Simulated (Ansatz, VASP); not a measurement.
**Mg in VASP and in Ansatz**

File INCAR:

```
  PREC = Accurate
  ENCUT = 600
  EDIFF = 1E-7
  ISMEAR = 0
  SIGMA = 0.1
  LREAL = False
  LASPH = True
  NELM = 100
  ALGO = Fast
  ISIF = 3
  LWAVE = False
  LCHARG = False
  GGA = PE
  IBRION = 2
  NSW = 80
  EDIFFG = -0.01
```

KPOINTS

```
regular mesh
0
Gamma
  16 16 16
```

File POSCAR:

```
Mg
1.0
    0.0000000000      2.2619243612      2.2619243612
    2.2619243612      0.0000000000      2.2619243612
    2.2619243612      2.2619243612      0.0000000000
Mg
1
Direct
    0.0000000000      0.0000000000      0.0000000000
```

Input for Ansatz:

```yaml
crystal:
  lattice:
    - [0.0, 2.2619243612, 2.2619243612]
    - [2.2619243612, 0.0, 2.2619243612]
    - [2.2619243612, 2.2619243612, 0.0]
  atoms:
    - { symbol: Mg, position: [0.0, 0.0, 0.0] }
basis:
  ecutwfc: 420
kpoints:
  mp_grid: { grid: [16, 16, 16] }
hamiltonian:
  xc: pbe
scf:
  occupations: { method: gaussian, width: 0.1 }
output:
  forces: true
  stress: true
  eigenvalues: true
  write_density: true
  write_potential: true
  elf: true
  volumetric_format: npy
relax:
  adjacent_minimum: "off"
  f_tol: 0.01
  max_steps: 60
  cell: { stress_tol: 0.1 }
```

Alike in both runs: task relaxation of cell and atoms; functional PBE; k mesh 16 × 16 × 16; occupations gaussian, width 0.1 eV; no spin polarisation.

```csv
,VASP,Ansatz
version,VASP 6.6.1,Ansatz 0.2.0
potentials or method,"VASP PAW PBE potentials, release 64 (Mg), cutoff 600 eV","scalar-relativistic, plane waves, PAW"
valence electrons in the cell,2,10
```

```csv
,VASP,Ansatz,Ansatz less VASP
"gap on the k mesh at the Fermi level, each at its own relaxed structure (eV)",none,none,-
relaxed volume (Å³/atom),23.07,23.15,+0.076
relaxed length of the cell vector where the two differ most in proportion (Å),3.195,3.199,+0.0035
```

A gap of «none» marks a metal or a gap that the smearing closes. VASP's potentials hold 2 valence electrons a cell and Ansatz's 10, so a difference there can come from the potentials and not from the codes.
